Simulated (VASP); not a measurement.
Wanted: the native input for a VASP 6.6.1 run.

```
Task                   : single point
Functional             : PBE
Potentials or basis    : VASP PAW PBE potentials, release 64 (Rb_sv)
Cutoff                 : 520 eV
k mesh                 : 9 × 9 × 9
Occupations            : fermi-dirac, width 0.1 eV
Spin                   : no spin polarisation
Dipole correction      : no
Further INCAR settings : ALGO = Normal; EDIFF = 1e-06; NBANDS = 10
```

The structure of Rb lies in POSCAR:

```
Rb
1.0
    0.0000000000      3.6693983756      3.6693983756
    3.6693983756      0.0000000000      3.6693983756
    3.6693983756      3.6693983756      0.0000000000
Rb
1
Direct
    0.0000000000      0.0000000000      0.0000000000
```

This cell differs from its parent crystal: volume scaled by 1.08.

These files were run (other wordings do the same):

INCAR

```
  ALGO = Normal
  EDIFF = 1E-6
  ENCUT = 520
  GGA = PE
  ISIF = 2
  ISMEAR = -1
  LASPH = True
  LCHARG = False
  LREAL = False
  LWAVE = False
  NBANDS = 10
  NELM = 60
  PREC = Accurate
  SIGMA = 0.1
```

KPOINTS

```
k-points
0
Gamma
  9 9 9
```

Potentials or basis: VASP PAW PBE potentials, release 64 (Rb_sv).

Run with:

```bash
$ cat potpaw_PBE.64/Rb_sv/POTCAR > POTCAR
$ mpirun -np 1 vasp_std > vasp.out
```

It gave:

The pressure is -0.2 GPa.

Wall time 18 s on 1 thread of Intel(R) Xeon(R) Platinum 8488C (Sapphire Rapids), with other jobs on the host, peak memory 0.23 GiB.
